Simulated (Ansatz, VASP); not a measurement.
One calculation of Y, two programs

```
Y
1.0
     3.34572    0.00000    0.00000
    -1.67286    2.89748    0.00000
     0.00000    0.00000    6.84595
Y
2
Cartesian
  0.0000 1.9317 1.7115
  1.6729 0.9658 5.1345
```

Alike in both runs: task single point; functional PBE; k mesh 18 × 18 × 10; occupations gaussian, width 0.15 eV; no spin polarisation.

|  | VASP | Ansatz |
| --- | --- | --- |
| version | VASP 6.6.1 | Ansatz 0.2.0 |
| potentials or method | VASP PAW PBE potentials, release 64 (Y_sv), cutoff 520 eV | scalar-relativistic, plane waves, PAW |
| valence electrons in the cell | 22 | 22 |

|  | VASP | Ansatz | Ansatz less VASP |
| --- | --- | --- | --- |
| gap on the k mesh at the Fermi level (eV) | none | none | - |
| pressure (GPa) | 0.6 | 0.7 | +0.09 |
| traceless stress, the component that is largest in VASP (GPa) | -8.99 | -9.04 | -0.043 |

A gap of «none» marks a metal or a gap that the smearing closes.
